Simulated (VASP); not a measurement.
Here is a VASP 6.6.1 calculation.

The input INCAR:

```
  PREC = Accurate
  ENCUT = 520
  EDIFF = 1E-7
  ISMEAR = -1
  SIGMA = 0.02
  LREAL = False
  LASPH = True
  NELM = 100
  ALGO = Normal
  ISIF = 2
  LWAVE = False
  LCHARG = False
  GGA = PE
  NBANDS = 15
```

Contents of KPOINTS:

```
Automatic mesh
0
Gamma
  8 8 8
```

POSCAR

```
SrO
1.0
    0.0000000000      2.7685461326      2.7685461326
    2.7685461326      0.0000000000      2.7685461326
    2.7685461326      2.7685461326      0.0000000000
Sr O
1 1
Direct
    0.0000000000      0.0000000000      0.0000000000
    0.2500000000      0.2500000000      0.2500000000
```

Potentials or basis: VASP PAW PBE potentials, release 64 (Sr_sv, O).

Launch:

```sh
$ cat potpaw_PBE.64/Sr_sv/POTCAR potpaw_PBE.64/O/POTCAR > POTCAR
$ mpirun -np 1 vasp_std > vasp.out
```

Problem. Predict the pressure.

Solution. 3.2 GPa.

Problem. Predict the band gap on the k mesh.

Solution. 2.59 eV (least direct gap 3.49 eV).

Caveat: the cell differs from its parent crystal (strain -0.9%); the cell stands under pressure. A k mesh can miss the band edges.
